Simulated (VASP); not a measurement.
# InSe (R3m) in VASP: single point with PBEsol

Aim: the single point of InSe with PBEsol.

The COD entry that gives the cell may itself be a prediction, so a difference from it is no test against experiment.

Everything below comes from runs of VASP 6.6.1. Logs are shortened: lines on timing, memory, paths and dates and some standing lists are left out, and cuts for length are marked.

## (1) The cell of the first run

It takes space group R3m (No. 160, trigonal). Conventional cell: a = 4.000 Å, b = 4.000 Å, c = 24.950 Å, α = 90.00°, β = 90.00°, γ = 120.00°. Within 3.5 Å of In (site symmetry 3m) lie 3 Se at 2.64 Å and 1 In at 2.80 Å. In (site symmetry 3m) has 3 Se at 2.64 Å and 1 In at 2.80 Å within 3.5 Å. Within 3.5 Å of Se (site symmetry 3m) lie 3 In at 2.64 Å. Se (site symmetry 3m) has 3 In at 2.64 Å within 3.5 Å.

## (2) Single point, PBEsol

INCAR

```
  ALGO = Normal
  EDIFF = 1E-7
  ENCUT = 520
  GGA = PS
  ISIF = 2
  ISMEAR = 0
  ISYM = 0
  LASPH = T
  LCHARG = T
  LELF = T
  LREAL = F
  LUSENCCL = F
  LVHAR = T
  LWAVE = F
  NBANDS = 69
  NELM = 100
  PREC = Accurate
  SIGMA = 0.03
```

KPOINTS

```
k-points
0
Gamma
  9 4 4
```

POSCAR

```
InSe
1.0
    1.9999996503     -3.4641010095      0.0000000000
    1.9999996503     -1.1547003365     -8.3166700000
    9.9999982516      3.4641010095      0.0000000000
In Se
6 6
Direct
    0.0000000000      0.0000000000      0.0000000000
    0.3333333333      0.0000000000      0.3333333333
    0.6666666667      0.0000000000      0.6666666667
    0.1496000000      0.6634000000      0.0374000000
    0.4829333333      0.6634000000      0.3707333333
    0.8162666667      0.6634000000      0.7040666667
    0.8206666667      0.1535000000      0.2051666667
    0.1540000000      0.1535000000      0.5385000000
    0.4873333333      0.1535000000      0.8718333333
    0.1066666667      0.5100000000      0.2766666667
    0.4400000000      0.5100000000      0.6100000000
    0.7733333333      0.5100000000      0.9433333333
```

Potentials or basis: VASP PAW PBE potentials, release 64 (In_d, Se).

Launch:

```bash
> cat potpaw_PBE.64/In_d/POTCAR potpaw_PBE.64/Se/POTCAR > POTCAR
> mpirun -np 1 vasp_std > vasp.out
```

OUTCAR:

```text
EDIFF = 1E-7
   ENCUT = 520
   GGA = PS
   ISIF = 2
   ISMEAR = 0
   ISYM = 0
   LASPH = T
   LREAL = F
   NELM = 100
   PREC = Accurate

 ion  position               nearest neighbor table
   1  0.000  0.000  0.000-   9 2.64   9 2.64   7 2.64   4 2.80   2 4.00   3 4.00   2 4.00   3 4.00

   2  0.333  0.000  0.333-   7 2.64   7 2.64   8 2.64   5 2.80   1 4.00   1 4.00   3 4.00   3 4.00

   3  0.667  0.000  0.667-   9 2.64   8 2.64   8 2.64   6 2.80   1 4.00   1 4.00   2 4.00   2 4.00

   4  0.150  0.663  0.037-  12 2.64  12 2.64  10 2.64   1 2.80   6 4.00   5 4.00   6 4.00   5 4.00

   5  0.483  0.663  0.371-  10 2.64  10 2.64  11 2.64   2 2.80   4 4.00   4 4.00   6 4.00   6 4.00

   6  0.816  0.663  0.704-  12 2.64  11 2.64  11 2.64   3 2.80   4 4.00   4 4.00   5 4.00   5 4.00

   7  0.821  0.154  0.205-   2 2.64   2 2.64   1 2.64
   8  0.154  0.154  0.538-   3 2.64   3 2.64   2 2.64
   9  0.487  0.154  0.872-   3 2.64   1 2.64   1 2.64
  10  0.107  0.510  0.277-   5 2.64   5 2.64   4 2.64
  11  0.440  0.510  0.610-   6 2.64   6 2.64   5 2.64
  12  0.773  0.510  0.943-   6 2.64   4 2.64   4 2.64

IMPORTANT INFORMATION: All symmetrisations will be switched off!
NOSYMM: (Re-)initialisation of all symmetry stuff for point group C_1.

----------------------------------------------------------------------------------------

                                     Primitive cell

  volume of cell :     345.7174

  direct lattice vectors                    reciprocal lattice vectors
     1.999999650 -3.464101010  0.000000000     0.083333348 -0.240562654  0.053440192
     1.999999650 -1.154700336 -8.316670000     0.000000000  0.000000000 -0.120240433
     9.999998252  3.464101010  0.000000000     0.083333348  0.048112531  0.013360048

  length of vectors
     3.999999301  8.631357446 10.583003394     0.260135910  0.120240433  0.097148100

  position of ions in fractional coordinates (direct lattice)
     0.000000000  0.000000000  0.000000000
     0.333333333  0.000000000  0.333333333
     0.666666667  0.000000000  0.666666667
     0.149600000  0.663400000  0.037400000
     0.482933333  0.663400000  0.370733333
     0.816266667  0.663400000  0.704066667
     0.820666667  0.153500000  0.205166667
     0.154000000  0.153500000  0.538500000
     0.487333333  0.153500000  0.871833333
     0.106666667  0.510000000  0.276666667
     0.440000000  0.510000000  0.610000000
     0.773333333  0.510000000  0.943333333

  ion indices of the primitive-cell ions
   primitive index   ion index
                 1           1
                 2           2
                 3           3
                 4           4
                 5           5
                 6           6
                 7           7
                 8           8
                 9           9
                10          10
                11          11
                12          12

----------------------------------------------------------------------------------------

 KPOINTS: k-points

Automatic generation of k-mesh.
 Grid dimensions read from file:
 generate k-points for:    9    4    4

 Generating k-lattice:

  Cartesian coordinates                     Fractional coordinates (reciprocal lattice)
     0.009259261 -0.026729184  0.005937799     0.111111111  0.000000000 -0.000000000
     0.000000000  0.000000000 -0.030060108     0.000000000  0.250000000  0.000000000
     0.020833337  0.012028133  0.003340012    -0.000000000 -0.000000000  0.250000000

  Length of vectors
     0.028903990  0.030060108  0.024287025

  Shift w.r.t. Gamma in fractional coordinates (k-lattice)
     0.000000000  0.000000000  0.000000000

 -----------------------------------------------------------------------------
|                                                                             |
|           W    W    AA    RRRRR   N    N  II  N    N   GGGG   !!!           |
|           W    W   A  A   R    R  NN   N  II  NN   N  G    G  !!!           |
|           W    W  A    A  R    R  N N  N  II  N N  N  G       !!!           |
|           W WW W  AAAAAA  RRRRR   N  N N  II  N  N N  G  GGG   !            |
|           WW  WW  A    A  R   R   N   NN  II  N   NN  G    G                |
|           W    W  A    A  R    R  N    N  II  N    N   GGGG   !!!           |
|                                                                             |
|     Your reciprocal lattice and k-lattice belong to different lattice       |
|     classes:                                                                |
|                                                                             |
|        The reciprocal lattice is base-centered monoclinic,                  |
|        whereas your k-lattice is triclinic.                                 |
|                                                                             |
|     Results are often still useful ...                                      |
|                                                                             |
 -----------------------------------------------------------------------------

 WARNING: IBZKPT: internal override: KBLOWUP is changed to .FALSE.
      ... skipping the blow-up phase ...

 Subroutine IBZKPT returns following result:
 ===========================================

 Found     74 irreducible k-points:

 Following reciprocal coordinates:
            Coordinates               Weight
  0.000000  0.000000  0.000000      1.000000
  0.111111  0.000000  0.000000      2.000000
  0.222222  0.000000  0.000000      2.000000
  0.333333  0.000000  0.000000      2.000000
  0.444444  0.000000  0.000000      2.000000
  0.000000  0.250000  0.000000      2.000000
[... 16 lines left out ...]
  0.333333  0.000000  0.250000      2.000000
  0.444444  0.000000  0.250000      2.000000
 [... further k-points ...]
   k-points           NKPTS =     74   k-points in BZ     NKDIM =     74   number of bands    NBANDS=     69
   number of dos      NEDOS =    301   number of ions     NIONS =     12
   total plane-waves  NPLWV = 153600
   dimension x,y,z NGX =    30 NGY =   64 NGZ =   80
   dimension x,y,z NGXF=    60 NGYF=  128 NGZF=  160
   ions per type =               6   6
   NGX,Y,Z   is equivalent  to a cutoff of  12.47, 12.33, 12.57 a.u.
   NGXF,Y,Z  is equivalent  to a cutoff of  24.94, 24.65, 25.13 a.u.
 SYSTEM =  unknown system
   PREC   = accura    normal or accurate (medium, high low for compatibility)
   ISTART =      0    job   : 0-new  1-cont  2-samecut
   ICHARG =      2    charge: 1-file 2-atom 10-const
   ISPIN  =      1    spin polarized calculation?
   LNONCOLLINEAR =      F non collinear calculations
   LSORBIT =      F    spin-orbit coupling
   LASPH  =      T    aspherical Exc in radial PAW
   ENCUT  =  520.0 eV  38.22 Ry    6.18 a.u.   7.44 16.05 19.68*2*pi/ulx,y,z
   NELM   =    100;   NELMIN=  2; NELMDL= -5     # of ELM steps
   EDIFF  = 0.1E-06   stopping-criterion for ELM
   LREAL  =      F    real-space projection
   EDIFFG = 0.1E-05   stopping-criterion for IOM
   NSW    =      0    number of steps for IOM
   IBRION =     -1    ionic relax: 0-MD 1-quasi-New 2-CG
   NFREE  =      0    steps in history (QN), initial steepest desc. (CG)
   ISIF   =      2    stress and relaxation
   ISYM   =      0    0-nonsym 1-usesym 2-fastsym
   POTIM  = 0.5000    time-step for ionic-motion
   TEBEG  =    0.0;   TEEND  =   0.0 temperature during run
   PSTRESS=    0.0 pullay stress
   NELECT =     114.0000    total number of electrons
   NUPDOWN=      -1.0000    fix difference up-down
   EMIN   =  10.00;   EMAX   =-10.00  energy-range for DOS
   EFERMI =   0.00;   METHOD = LEGACY
   ISMEAR =     0;   SIGMA  =   0.03  broadening in eV -4-tet -1-fermi 0-gaus
   EFERMI_NEDOS =   21; number of points for ismear=-14 and -15
   IALGO  =     38    algorithm
   IMIX   =      4    mixing-type and parameters
     AMIX     =   0.40;   BMIX     =  1.00
     AMIX_MAG =   1.60;   BMIX_MAG =  1.00
  volume/ion in A,a.u.               =      28.81       194.42
  Fermi-wavevector in a.u.,A,eV,Ry     =   1.131018  2.137313 17.404585  1.279201
  Thomas-Fermi vector in A             =   2.267716
   LORBIT       =      0    0 simple, 1 ext, 2 COOP (PROOUT), +10 PAW based schemes
   GGA     = PS    functional components
   LHFCALC =     F    Hartree Fock is set to
   AEXX    =    0.0000 exact exchange contribution
   IVDW    =     0    specifies the selected vdW correction
   LEPSILON=     F    determine dielectric tensor
   LRPA    =     F    only Hartree local field effects (RPA)
 non-spin polarized calculation
 Gauss-broadening in eV      SIGMA  =   0.03
  energy-cutoff  :      520.00
  volume of cell :      345.72
 maximum number of plane-waves:      9368
 NGX is ok and might be reduce to    30
   NGX = 15   NGY = 33   NGZ = 39

 number of electron     113.9999966 magnetization

 Free energy of the ion-electron system (eV)
  ---------------------------------------------------
  ext. energy  EPLUGINS =         0.00000000
  ---------------------------------------------------
  free energy    TOTEN  =       -46.78068218 eV

  energy without entropy =      -46.78068218  energy(sigma->0) =      -46.78068218

 E-fermi :   4.2860     XC(G=0):  -9.1811

 val. band max:        4.1545899577   @ k =   0.0000   0.5000   0.0000
 cond. band min:       4.4370151415   @ k =   0.0000   0.5000   0.0000
 fundamental gap:      0.2824251838
 Fermi energy:         4.2859734842

 k-point     1 :       0.0000    0.0000    0.0000
  band No.  band energies     occupation
      1     -10.7402      2.00000
      2     -10.7402      2.00000
      3     -10.6263      2.00000
      4     -10.6238      2.00000
      5     -10.6238      2.00000
      6     -10.5627      2.00000
[... 61 lines left out ...]
     68       8.4500      0.00000
     69       8.4500      0.00000
[... 1654 lines left out ...]
     68       8.1998      0.00000
     69       8.2570      0.00000

 [... further k-points ...]
[... 5 lines left out ...]
  --------------------------------------------------------------------------------------
  -------------------------------------------------------------------------------------
  Total        1.0400496      1.0409887     -0.1248124     -0.0031862      0.0013210     -0.0037156
  in kB        4.8199601      4.8243121     -0.5784250     -0.0147659      0.0061220     -0.0172193
  external PRESSURE =       3.0219491 kB  Pullay stress =       0.0000000 kB

 VOLUME and BASIS-vectors are now :
 -----------------------------------------------------------------------------
  energy-cutoff  :      520.00
  volume of cell :      345.72
      direct lattice vectors                 reciprocal lattice vectors
     1.999999650 -3.464101010  0.000000000     0.083333348 -0.240562654  0.053440192
     1.999999650 -1.154700336 -8.316670000     0.000000000  0.000000000 -0.120240433
     9.999998252  3.464101010  0.000000000     0.083333348  0.048112531  0.013360048

 POSITION                                       TOTAL-FORCE (eV/Angst)
 -----------------------------------------------------------------------------------
      0.00000      0.00000      0.00000         0.000077     -0.000045      0.176888
      4.00000      0.00000      0.00000         0.000956      0.000186      0.176831
      8.00000      0.00000      0.00000        -0.000804     -0.000277      0.176959
      2.00000     -1.15470     -5.51728        -0.000291      0.000031     -0.175965
      6.00000     -1.15470     -5.51728         0.000804      0.000278     -0.176095
     10.00000     -1.15470     -5.51728        -0.000766     -0.000222     -0.176075
      4.00000     -2.30940     -1.27661        -0.000243      0.000161     -0.030047
      6.00000      1.15470     -1.27661        -0.000373      0.000101     -0.030073
     10.00000      1.15470     -1.27661        -0.000330      0.000113     -0.030035
      4.00000      0.00000     -4.24150         0.000276     -0.000141      0.029196
      8.00000      0.00000     -4.24150         0.000357     -0.000086      0.029222
     12.00000      0.00000     -4.24150         0.000337     -0.000099      0.029194
 -----------------------------------------------------------------------------------
    total drift:                               -0.000190      0.000392     -0.001044

  FREE ENERGIE OF THE ION-ELECTRON SYSTEM (eV)
  ---------------------------------------------------
  free  energy   TOTEN  =       -46.7806821811 eV

  energy  without entropy=      -46.7806821811  energy(sigma->0) =      -46.78068218
```

Wall time 8.1 min (1 × NVIDIA H100 80GB with 1 thread of AMD EPYC 7R13 (Zen 3), shared host); peak memory 2.3 GiB.

Results:

| Quantity | Value |
| --- | --- |
| Free energy | -46.7807 eV |
| Pressure | 0.3 GPa |
| Largest force | 0.177 eV/Å |
| Band gap on the k mesh | 0.28 eV |

Forces in eV/Å, atoms in the order of the input:
```
In   0.000  0.000  0.177
In   0.001  0.000  0.177
In  -0.001  0.000  0.177
In   0.000  0.000 -0.176
In   0.001  0.000 -0.176
In  -0.001  0.000 -0.176
Se   0.000  0.000 -0.030
Se   0.000  0.000 -0.030
Se   0.000  0.000 -0.030
Se   0.000  0.000  0.029
Se   0.000  0.000  0.029
Se   0.000  0.000  0.029
```

Caveat: the PAW data sets were made with another functional, which shifts forces and pressure a little; spin-orbit coupling is left out, which moves the levels of the heavy elements; this functional lacks dispersion, which binds the layers, so the pressure and a relaxed spacing across them are unreliable. A k mesh can miss the band edges.
